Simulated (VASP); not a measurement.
A run of VASP 6.6.1 is set up as follows.

Contents of INCAR:

```
SYSTEM = Si
ALGO     = Normal         ! electronic algorithm
EDIFF    = 1E-6           ! SCF threshold, eV
ENCUT    = 520            ! plane-wave cutoff, eV
GGA      = PE             ! functional
ISIF     = 2              ! what is computed and relaxed
ISMEAR   = 0              ! smearing method
IVDW     = 12             ! dispersion correction
LASPH    = .TRUE.         ! aspherical terms in the spheres
LCHARG   = .FALSE.        ! write CHGCAR
LREAL    = .FALSE.        ! projectors in reciprocal space
LWAVE    = .FALSE.        ! write WAVECAR
NBANDS   = 11             ! bands
NELM     = 60             ! most SCF steps
PREC     = Accurate       ! precision mode
SIGMA    = 0.1            ! smearing width, eV
```

KPOINTS

```
k-points
0
G
  12 12 16
  0 0 0
```

File POSCAR:

```
Si
1.0
    4.0797701729      0.0000000000      0.0000000000
   -2.0398850865      3.5331846114      0.0000000000
    0.0000000000      0.0000000000      2.6183448556
Si
2
Direct
    0.3333333333      0.6666666667      0.0000000000
    0.6666666667      0.3333333333      0.0000000000
```

Potentials or basis: VASP PAW PBE potentials, release 64 (Si).

Run with:

```console
$ cat potpaw_PBE.64/Si/POTCAR > POTCAR
$ mpirun -np 1 vasp_std > vasp.out
```

Task: What does it give for the pressure?

Result: -0.1 GPa.

Task: What does it give for the band gap on the k mesh?

Result: Zero (bands 4 and 5 overlap by 5.77 eV).
